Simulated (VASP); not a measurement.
KMgF3:

```
K Mg F
1.0
     3.98024    0.00000    0.00000
     0.00000    3.98024    0.00000
     0.00000    0.00000    3.98024
K Mg F
1 1 3
Cartesian
  1.9901 1.9901 1.9901
  0.0000 0.0000 0.0000
  1.9901 0.0000 0.0000
  0.0000 1.9901 0.0000
  0.0000 0.0000 1.9901
```

Base run:

| Item | Value |
| --- | --- |
| Program | VASP 6.6.1 |
| Functional | LDA |
| Potentials or basis | VASP PAW LDA potentials, release 64 (K_sv, Mg, F) |
| Cutoff | 520 eV |
| k mesh | 6 × 6 × 6 |
| Occupations | gaussian, width 0.01 eV |
| Spin | no spin polarisation |

Its results: band gap on the k mesh 6.99 eV (least direct gap 7.31 eV); pressure -5.0 GPa.

The run is repeated on the same cell with these changes: functional from LDA to r2SCAN; potentials or basis from VASP PAW LDA potentials, release 64 (K_sv, Mg, F) to VASP PAW PBE potentials, release 64 (K_sv, Mg, F). What comes out?

Band gap on the k mesh 8.28 eV (least direct gap 8.60 eV); pressure -0.6 GPa.

Caveats: the cell stands under tension (at least some runs); the PAW data sets were made with another functional, which shifts forces and pressure a little (at least some runs).

A k mesh can miss the band edges.
